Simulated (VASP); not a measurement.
Set up this calculation in VASP 6.6.1, as the native input.

```
Task                   : single point
Functional             : PBE
Potentials or basis    : VASP PAW PBE potentials, release 64 (K_sv)
Cutoff                 : 520 eV
k mesh                 : 10 × 10 × 6
Occupations            : fermi-dirac, width 0.08 eV
Spin                   : no spin polarisation
Dipole correction      : no
Further INCAR settings : ALGO = Normal; EDIFF = 1e-06; NBANDS = 16
```

The structure of K lies in POSCAR:

```
K
1.0
    4.1502034916      0.0000000000      0.0000000000
   -2.0751017458      3.5941816546      0.0000000000
    0.0000000000      0.0000000000      6.7233296564
K
2
Direct
    0.3333333333      0.6666666667      0.2500000000
    0.6666666667      0.3333333333      0.7500000000
```

This isn't the form of K at room conditions, which is bcc.

These files were run (other wordings do the same):

INCAR

```
ALGO = Normal
EDIFF = 1E-6
ENCUT = 520
GGA = PE
ISIF = 2
ISMEAR = -1
LASPH = T
LCHARG = F
LREAL = F
LWAVE = F
NBANDS = 16
NELM = 80
PREC = Accurate
SIGMA = 0.08
```

KPOINTS

```
k-points
0
Gamma
  10 10 6
```

Potentials or basis: VASP PAW PBE potentials, release 64 (K_sv).

Launch:

```console
$ cat potpaw_PBE.64/K_sv/POTCAR > POTCAR
$ mpirun -np 1 vasp_std > vasp.out
```

It gave:

```
Pressure               : 2.9 GPa
Band gap on the k mesh : zero (bands 9 and 10 overlap by 2.73 eV)
```

Run time: 66 s on 1 thread of Intel Xeon 8259CL (shared host), peak memory 0.25 GiB.
